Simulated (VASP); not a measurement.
# AlCo3 (Pm-3m) in VASP: a series of runs, part 2 of 2

VASP 6.6.1. The steps go on from the part before.

## 3. Single point, LDA, collinear spin, ferromagnetic start

This run uses another cell than the first one, of 11.19 Å³/atom.

INCAR

```
SYSTEM = AlCo3
PREC = Accurate ; ENCUT = 520
EDIFF = 1E-6 ; ISMEAR = 1
SIGMA = 0.15 ; LREAL = .False.
LASPH = .True. ; NELM = 150
ALGO = Normal ; ISIF = 2
LWAVE = .False. ; LCHARG = .True.
ISPIN = 2 ; MAGMOM = 0 2.5 2.5 2.5
LORBIT = 11 ; LMAXMIX = 4
GGA = CA ; LELF = .True.
LVHAR = .True. ; NBANDS = 27
```

KPOINTS

```
regular mesh
0
Gamma
  7 7 7
  0 0 0
```

POSCAR

```
AlCo3
1.0
    3.5509563240      0.0000000000      0.0000000000
    0.0000000000      3.5509563240      0.0000000000
    0.0000000000      0.0000000000      3.5509563240
Al Co
1 3
Direct
    0.0000000000      0.0000000000      0.0000000000
    0.5000000000      0.5000000000      0.0000000000
    0.5000000000      0.0000000000      0.5000000000
    0.0000000000      0.5000000000      0.5000000000
```

Potentials or basis: VASP PAW LDA potentials, release 64 (Al, Co).

The run is started by

```bash
$ cat potpaw_LDA.64/Al/POTCAR potpaw_LDA.64/Co/POTCAR > POTCAR
$ mpirun -np 1 vasp_std > vasp.out
```

OUTCAR:

```text
SYSTEM = AlCo3
   PREC = Accurate
   ENCUT = 520
   EDIFF = 1E-6
   ISMEAR = 1
   LREAL = .False.
   LASPH = .True.
   NELM = 150
   ISIF = 2
   ISPIN = 2
   LORBIT = 11
   GGA = CA

 ion  position               nearest neighbor table
   1  0.000  0.000  0.000-   2 2.51   3 2.51   4 2.51   3 2.51   4 2.51   2 2.51   4 2.51   4 2.51
                             2 2.51   3 2.51   3 2.51   2 2.51
   2  0.500  0.500  0.000-   1 2.51   3 2.51   4 2.51   3 2.51   4 2.51   1 2.51   3 2.51   3 2.51
                             1 2.51   4 2.51   4 2.51   1 2.51
   3  0.500  0.000  0.500-   1 2.51   2 2.51   4 2.51   1 2.51   2 2.51   2 2.51   4 2.51   2 2.51
                             1 2.51   4 2.51   1 2.51   4 2.51
   4  0.000  0.500  0.500-   1 2.51   2 2.51   3 2.51   1 2.51   2 2.51   1 2.51   3 2.51   1 2.51
                             2 2.51   3 2.51   2 2.51   3 2.51

  LATTYP: Found a simple cubic cell.
 ALAT       =     3.5509563240

  Lattice vectors:

 A1 = (   3.5509563240,   0.0000000000,   0.0000000000)
 A2 = (   0.0000000000,   3.5509563240,   0.0000000000)
 A3 = (   0.0000000000,   0.0000000000,   3.5509563240)

Analysis of symmetry for initial positions (statically):
=====================================================================
 Subroutine PRICEL returns:
 Original cell was already a primitive cell.

 Routine SETGRP: Setting up the symmetry group for a
 simple cubic supercell.

 Subroutine GETGRP returns: Found 48 space group operations
 (whereof 48 operations were pure point group operations)
 out of a pool of 48 trial point group operations.

The static configuration has the point symmetry O_h .

Analysis of symmetry for dynamics (positions and initial velocities):
=====================================================================
 Subroutine PRICEL returns:
 Original cell was already a primitive cell.

 Routine SETGRP: Setting up the symmetry group for a
 simple cubic supercell.

 Subroutine GETGRP returns: Found 48 space group operations
 (whereof 48 operations were pure point group operations)
 out of a pool of 48 trial point group operations.

The dynamic configuration has the point symmetry O_h .

Analysis of structural, dynamic, and magnetic symmetry:
=====================================================================
 Subroutine PRICEL returns:
 Original cell was already a primitive cell.

 Routine SETGRP: Setting up the symmetry group for a
 simple cubic supercell.

 Subroutine GETGRP returns: Found 48 space group operations
 (whereof 48 operations were pure point group operations)
 out of a pool of 48 trial point group operations.

The overall configuration has the point symmetry O_h .

 Subroutine INISYM returns: Found 48 space group operations
 (whereof 48 operations are pure point group operations),
 and found     1 'primitive' translations

----------------------------------------------------------------------------------------

                                     Primitive cell

  volume of cell :      44.7750

  direct lattice vectors                    reciprocal lattice vectors
     3.550956324  0.000000000  0.000000000     0.281614278  0.000000000  0.000000000
     0.000000000  3.550956324  0.000000000     0.000000000  0.281614278  0.000000000
     0.000000000  0.000000000  3.550956324     0.000000000  0.000000000  0.281614278

  length of vectors
     3.550956324  3.550956324  3.550956324     0.281614278  0.281614278  0.281614278

[... 82 lines left out ...]
   NSW    =      0    number of steps for IOM
   IBRION =     -1    ionic relax: 0-MD 1-quasi-New 2-CG
   NFREE  =      0    steps in history (QN), initial steepest desc. (CG)
   ISIF   =      2    stress and relaxation
   ISYM   =      2    0-nonsym 1-usesym 2-fastsym
   POTIM  = 0.5000    time-step for ionic-motion
   TEBEG  =    0.0;   TEEND  =   0.0 temperature during run
   PSTRESS=    0.0 pullay stress
   NELECT =      30.0000    total number of electrons
   NUPDOWN=      -1.0000    fix difference up-down
   EMIN   =  10.00;   EMAX   =-10.00  energy-range for DOS
   EFERMI =   0.00;   METHOD = LEGACY
   ISMEAR =     1;   SIGMA  =   0.15  broadening in eV -4-tet -1-fermi 0-gaus
   EFERMI_NEDOS =   21; number of points for ismear=-14 and -15
   IALGO  =     38    algorithm
   IMIX   =      4    mixing-type and parameters
     AMIX     =   0.40;   BMIX     =  1.00
     AMIX_MAG =   1.60;   BMIX_MAG =  1.00
  volume/ion in A,a.u.               =      11.19        75.54
  Fermi-wavevector in a.u.,A,eV,Ry     =   1.432528  2.707086 27.921029  2.052138
  Thomas-Fermi vector in A             =   2.552146
   LORBIT       =     11    0 simple, 1 ext, 2 COOP (PROOUT), +10 PAW based schemes
   GGA     = CA    functional components
   LHFCALC =     F    Hartree Fock is set to
   AEXX    =    0.0000 exact exchange contribution
   IVDW    =     0    specifies the selected vdW correction
   LEPSILON=     F    determine dielectric tensor
   LRPA    =     F    only Hartree local field effects (RPA)
 spin polarized calculation
 Methfessel and Paxton  Order N= 1 SIGMA  =   0.15
  energy-cutoff  :      520.00
  volume of cell :       44.78
 maximum number of plane-waves:      1225
 NGX is ok and might be reduce to    28
   NGX = 13   NGY = 13   NGZ = 13

 number of electron      30.0000012 magnetization       3.6454314

 Free energy of the ion-electron system (eV)
  ---------------------------------------------------
  ext. energy  EPLUGINS =         0.00000000
  ---------------------------------------------------
  free energy    TOTEN  =       -29.32973546 eV

  energy without entropy =      -29.32465306  energy(sigma->0) =      -29.32804132

 E-fermi :   9.9619     XC(G=0): -13.1128

 val. band max:        9.9607386178   @ k =   0.2857   0.1429   0.1429
 cond. band min:       9.9672992545   @ k =   0.4286   0.4286   0.4286
 fundamental gap:      0.0065606368
 Fermi energy:         9.9619157472

 spin component 1

 k-point     1 :       0.0000    0.0000    0.0000
  band No.  band energies     occupation
      1      -0.0171      1.00000
      2       5.0553      1.00000
      3       5.9971      1.00000
      4       5.9971      1.00000
      5       6.3337      1.00000
      6       6.3337      1.00000
[... 589 lines left out ...]
     26      28.5366      0.00000
     27      29.7490      0.00000
 Fermi energy:         9.9619157472

 spin component 2

 k-point     1 :       0.0000    0.0000    0.0000
  band No.  band energies     occupation
      1       0.0875      1.00000
      2       5.8734      1.00000
      3       6.7485      1.00000
      4       6.7485      1.00000
      5       7.2323      1.00000
      6       7.2323      1.00000
[... 589 lines left out ...]
     26      28.7001      0.00000
     27      29.8171      0.00000

------------------------ aborting loop because EDIFF is reached ----------------------------------------

  FORCE on cell =-STRESS in cart. coord.  units (eV):
  Direction    XX          YY          ZZ          XY          YZ          ZX
  --------------------------------------------------------------------------------------
  -------------------------------------------------------------------------------------
  Total       -3.0909933     -3.0909933     -3.0909933      0.0000000      0.0000000     -0.0000000
  in kB     -110.6044624   -110.6044624   -110.6044624      0.0000000      0.0000000     -0.0000000
  external PRESSURE =    -110.6044624 kB  Pullay stress =       0.0000000 kB

 VOLUME and BASIS-vectors are now :
 -----------------------------------------------------------------------------
  energy-cutoff  :      520.00
  volume of cell :       44.78
      direct lattice vectors                 reciprocal lattice vectors
     3.550956324  0.000000000  0.000000000     0.281614278  0.000000000  0.000000000
     0.000000000  3.550956324  0.000000000     0.000000000  0.281614278  0.000000000
     0.000000000  0.000000000  3.550956324     0.000000000  0.000000000  0.281614278

 POSITION                                       TOTAL-FORCE (eV/Angst)
 -----------------------------------------------------------------------------------
      0.00000      0.00000      0.00000         0.000000      0.000000      0.000000
      1.77548      1.77548      0.00000         0.000000      0.000000      0.000000
      1.77548      0.00000      1.77548         0.000000      0.000000      0.000000
      0.00000      1.77548      1.77548         0.000000      0.000000      0.000000
 -----------------------------------------------------------------------------------
    total drift:                                0.000000      0.000000      0.000000

  FREE ENERGIE OF THE ION-ELECTRON SYSTEM (eV)
  ---------------------------------------------------
  free  energy   TOTEN  =       -29.3297354582 eV

  energy  without entropy=      -29.3246530557  energy(sigma->0) =      -29.32804132

 total charge

# of ion       s       p       d       tot
------------------------------------------
    1        0.415   0.426   0.000   0.841
    2        0.481   0.517   7.354   8.352
    3        0.481   0.517   7.354   8.352
    4        0.481   0.517   7.354   8.352
--------------------------------------------------
tot          1.858   1.977  22.061  25.896

 magnetization (x)

# of ion       s       p       d       tot
------------------------------------------
    1       -0.001  -0.030   0.000  -0.030
    2       -0.001   0.005   1.225   1.229
    3       -0.001   0.005   1.225   1.229
    4       -0.001   0.005   1.225   1.229
--------------------------------------------------
tot         -0.005  -0.016   3.676   3.656
```

OSZICAR:

```text
N       E                     dE             d eps       ncg     rms          rms(c)
DAV:   1     0.180718738894E+03    0.18072E+03   -0.12661E+04  2200   0.135E+03
DAV:   2    -0.226780312955E+02   -0.20340E+03   -0.18800E+03  2169   0.278E+02
DAV:   3    -0.332475539550E+02   -0.10570E+02   -0.10104E+02  2382   0.830E+01
DAV:   4    -0.334420538244E+02   -0.19450E+00   -0.19422E+00  2516   0.106E+01
DAV:   5    -0.334505822093E+02   -0.85284E-02   -0.85277E-02  2912   0.189E+00    0.211E+01
DAV:   6    -0.331881250440E+02    0.26246E+00   -0.34818E+01  2539   0.963E+01    0.175E+01
DAV:   7    -0.294274841903E+02    0.37606E+01   -0.10701E+01  2555   0.520E+01    0.407E+00
DAV:   8    -0.293642201328E+02    0.63264E-01   -0.19339E-01  2688   0.353E+00    0.183E+00
DAV:   9    -0.293367411774E+02    0.27479E-01   -0.21234E-02  3007   0.155E+00    0.843E-01
DAV:  10    -0.293295319858E+02    0.72092E-02   -0.56360E-03  2757   0.901E-01    0.353E-01
DAV:  11    -0.293301097194E+02   -0.57773E-03   -0.74130E-03  2895   0.567E-01    0.217E-01
DAV:  12    -0.293298502076E+02    0.25951E-03   -0.29889E-04  2766   0.232E-01    0.119E-01
DAV:  13    -0.293297766770E+02    0.73531E-04   -0.48784E-04  3122   0.126E-01    0.940E-02
DAV:  14    -0.293297283233E+02    0.48354E-04   -0.62345E-05  2601   0.123E-01    0.385E-02
DAV:  15    -0.293297347215E+02   -0.63982E-05   -0.90896E-06  2466   0.356E-02    0.124E-02
DAV:  16    -0.293297354582E+02   -0.73666E-06   -0.79505E-07  1263   0.119E-02
   1 F= -.29329735E+02 E0= -.29328041E+02  d E =-.508240E-02  mag=     3.6430
```

stdout:

```text
POSCAR found type information on POSCAR AlCo
 POSCAR found :  2 types and       4 ions
 scaLAPACK will be used
 LDA part: xc-table for (Slater(with rela. corr.)+CA(PZ))
 , standard interpolation
 POSCAR, INCAR and KPOINTS ok, starting setup
 FFT: planning ... GRIDC
 FFT: planning ... GRID_SOFT
 FFT: planning ... GRID
 WAVECAR not read
 entering main loop
```

Run time: 46 s. Hardware: 1 thread of Intel Xeon Platinum 8375C at 2.90GHz (Ice Lake), shared host; peak memory 0.16 GiB.

Results:

* Free energy: -29.3297 eV
* Pressure: -11.1 GPa
* Net moment: 3.65 μB per cell
* Site moments: Al -0.03; Co +1.23 μB
* Valence electrons inside the program's atomic spheres: Al 0.84; Co 8.35

Levels at points of the mesh, in eV from the Fermi level:
Spin up:
```
           k point  band 14  band 15  band 16  band 17  band 18  band 19  band 20  band 21
(0.00, 0.00, 0.00)     0.02     0.02     0.02     0.91     0.91     0.91     6.98     6.98
```
Spin down:
| k point | band 9 | band 10 | band 11 | band 12 | band 13 | band 14 | band 15 | band 16 | band 17 | band 18 |
| --- | --- | --- | --- | --- | --- | --- | --- | --- | --- | --- |
| (0.00, 0.00, 0.00) | -0.43 | -0.43 | 0.54 | 0.54 | 1.00 | 1.00 | 1.00 | 1.00 | 1.23 | 1.23 |

Caveat: the cell stands under tension.

## 4. Single point, LDA, collinear spin, ferromagnetic start

This run uses another cell than the first one, of 11.54 Å³/atom.

INCAR

```
PREC = Accurate
ENCUT = 520
EDIFF = 1E-6
ISMEAR = 1
SIGMA = 0.15
LREAL = False
LASPH = True
NELM = 150
ALGO = Normal
ISIF = 2
LWAVE = False
LCHARG = True
ISPIN = 2
MAGMOM = 0 2.5 2.5 2.5
LORBIT = 11
LMAXMIX = 4
LELF = True
LVHAR = True
NBANDS = 27
```

KPOINTS

```
Automatic mesh
0
Gamma
  7 7 7
```

POSCAR

```
AlCo3
1.0
    3.5868269975      0.0000000000      0.0000000000
    0.0000000000      3.5868269975      0.0000000000
    0.0000000000      0.0000000000      3.5868269975
Al Co
1 3
Direct
    0.0000000000      0.0000000000      0.0000000000
    0.5000000000      0.5000000000      0.0000000000
    0.5000000000      0.0000000000      0.5000000000
    0.0000000000      0.5000000000      0.5000000000
```

Potentials or basis: VASP PAW LDA potentials, release 64 (Al, Co).

The run is started by

```bash
$ cat potpaw_LDA.64/Al/POTCAR potpaw_LDA.64/Co/POTCAR > POTCAR
$ mpirun -np 1 vasp_std > vasp.out
```

OUTCAR:

```text
PREC = Accurate
   ENCUT = 520
   EDIFF = 1E-6
   ISMEAR = 1
   LREAL = False
   LASPH = True
   NELM = 150
   ISIF = 2
   ISPIN = 2
   LORBIT = 11

 ion  position               nearest neighbor table
   1  0.000  0.000  0.000-   2 2.54   3 2.54   4 2.54   3 2.54   4 2.54   2 2.54   4 2.54   4 2.54
                             2 2.54   3 2.54   3 2.54   2 2.54
   2  0.500  0.500  0.000-   1 2.54   3 2.54   4 2.54   3 2.54   4 2.54   1 2.54   3 2.54   3 2.54
                             1 2.54   4 2.54   4 2.54   1 2.54
   3  0.500  0.000  0.500-   1 2.54   2 2.54   4 2.54   1 2.54   2 2.54   2 2.54   4 2.54   2 2.54
                             1 2.54   4 2.54   1 2.54   4 2.54
   4  0.000  0.500  0.500-   1 2.54   2 2.54   3 2.54   1 2.54   2 2.54   1 2.54   3 2.54   1 2.54
                             2 2.54   3 2.54   2 2.54   3 2.54

  LATTYP: Found a simple cubic cell.
 ALAT       =     3.5868269975

  Lattice vectors:

 A1 = (   3.5868269975,   0.0000000000,   0.0000000000)
 A2 = (   0.0000000000,   3.5868269975,   0.0000000000)
[... 1405 lines left out ...]
  Direction    XX          YY          ZZ          XY          YZ          ZX
  --------------------------------------------------------------------------------------
  -------------------------------------------------------------------------------------
  Total       -4.5435394     -4.5435394     -4.5435394     -0.0000000     -0.0000000     -0.0000000
  in kB     -157.7515339   -157.7515339   -157.7515339     -0.0000000     -0.0000000     -0.0000000
  external PRESSURE =    -157.7515339 kB  Pullay stress =       0.0000000 kB

 VOLUME and BASIS-vectors are now :
 -----------------------------------------------------------------------------
  energy-cutoff  :      520.00
  volume of cell :       46.15
      direct lattice vectors                 reciprocal lattice vectors
     3.586826997  0.000000000  0.000000000     0.278797946  0.000000000  0.000000000
     0.000000000  3.586826997  0.000000000     0.000000000  0.278797946  0.000000000
     0.000000000  0.000000000  3.586826997     0.000000000  0.000000000  0.278797946

 POSITION                                       TOTAL-FORCE (eV/Angst)
 -----------------------------------------------------------------------------------
      0.00000      0.00000      0.00000         0.000000      0.000000      0.000000
      1.79341      1.79341      0.00000         0.000000      0.000000      0.000000
      1.79341      0.00000      1.79341         0.000000      0.000000      0.000000
      0.00000      1.79341      1.79341         0.000000      0.000000      0.000000
 -----------------------------------------------------------------------------------
    total drift:                                0.000000      0.000000      0.000000

  FREE ENERGIE OF THE ION-ELECTRON SYSTEM (eV)
  ---------------------------------------------------
  free  energy   TOTEN  =       -29.2145730809 eV

  energy  without entropy=      -29.2086645134  energy(sigma->0) =      -29.21260356

 total charge

# of ion       s       p       d       tot
------------------------------------------
    1        0.412   0.413   0.000   0.825
    2        0.469   0.493   7.333   8.295
    3        0.469   0.493   7.333   8.295
    4        0.469   0.493   7.333   8.295
--------------------------------------------------
tot          1.818   1.893  21.998  25.709

 magnetization (x)

# of ion       s       p       d       tot
------------------------------------------
    1       -0.001  -0.030   0.000  -0.031
    2       -0.002   0.004   1.280   1.282
    3       -0.002   0.004   1.280   1.282
    4       -0.002   0.004   1.280   1.282
--------------------------------------------------
tot         -0.006  -0.019   3.840   3.815
```

OSZICAR:

```text
N       E                     dE             d eps       ncg     rms          rms(c)
DAV:   1     0.175177306509E+03    0.17518E+03   -0.12499E+04  2208   0.133E+03
DAV:   2    -0.230770688040E+02   -0.19825E+03   -0.18405E+03  2169   0.274E+02
DAV:   3    -0.331512169816E+02   -0.10074E+02   -0.95642E+01  2423   0.811E+01
DAV:   4    -0.333409928692E+02   -0.18978E+00   -0.18949E+00  2526   0.103E+01
DAV:   5    -0.333490733095E+02   -0.80804E-02   -0.80798E-02  2896   0.182E+00    0.206E+01
DAV:   6    -0.333459200354E+02    0.31533E-02   -0.36313E+01  2534   0.973E+01    0.183E+01
DAV:   7    -0.292974534180E+02    0.40485E+01   -0.11362E+01  2569   0.529E+01    0.389E+00
DAV:   8    -0.292476786733E+02    0.49775E-01   -0.20221E-01  2558   0.342E+00    0.185E+00
DAV:   9    -0.292241794344E+02    0.23499E-01   -0.20541E-02  3033   0.149E+00    0.895E-01
DAV:  10    -0.292149721484E+02    0.92073E-02   -0.76388E-03  2726   0.103E+00    0.249E-01
DAV:  11    -0.292148113321E+02    0.16082E-03   -0.39954E-03  2699   0.376E-01    0.129E-01
DAV:  12    -0.292146595303E+02    0.15180E-03   -0.12852E-04  3155   0.161E-01    0.861E-02
DAV:  13    -0.292145996233E+02    0.59907E-04   -0.19531E-04  3020   0.106E-01    0.458E-02
DAV:  14    -0.292145763239E+02    0.23299E-04   -0.16051E-05  2809   0.544E-02    0.255E-02
DAV:  15    -0.292145730650E+02    0.32590E-05   -0.40430E-06  1844   0.192E-02    0.125E-02
DAV:  16    -0.292145730809E+02   -0.15982E-07   -0.58213E-07  1167   0.800E-03
   1 F= -.29214573E+02 E0= -.29212604E+02  d E =-.590857E-02  mag=     3.7956
```

stdout:

```text
POSCAR found type information on POSCAR AlCo
 POSCAR found :  2 types and       4 ions
 scaLAPACK will be used
 LDA part: xc-table for (Slater(with rela. corr.)+CA(PZ))
 , standard interpolation
 POSCAR, INCAR and KPOINTS ok, starting setup
 FFT: planning ... GRIDC
 FFT: planning ... GRID_SOFT
 FFT: planning ... GRID
 WAVECAR not read
 entering main loop
```

It took 45 s on 1 thread of Intel Xeon Platinum 8375C at 2.90GHz (Ice Lake), shared host; peak memory 0.16 GiB.

What came out:

```yaml
Free_energy: -29.2146 eV
Pressure: -15.8 GPa
Net_moment: 3.80 μB per cell
Site_moments: Al -0.03; Co +1.28 μB
Valence_electrons_inside_the_program's_atomic_spheres: Al 0.82; Co 8.29
```

Caveat: the cell stands under tension.

## 5. Overview

```csv
cell,gap on the mesh (eV),pressure (GPa),moment (μB)
"a = 3.514 Å, 4 atoms",none,-10.1,1.69
"a = 3.551 Å, 4 atoms",none,-11.1,3.65
"a = 3.587 Å, 4 atoms",none,-15.8,3.80
```

Alike in all rows: task single point; level LDA; potentials or basis VASP PAW LDA potentials, release 64 (Al, Co); spin collinear, ferromagnetic start; k mesh 7 × 7 × 7; cutoff (eV) 520; smearing methfessel-paxton 0.15 eV.

Caveats: the cell stands under tension.

Total energies depend on the potentials used, so only differences within one code and one set of settings carry meaning.
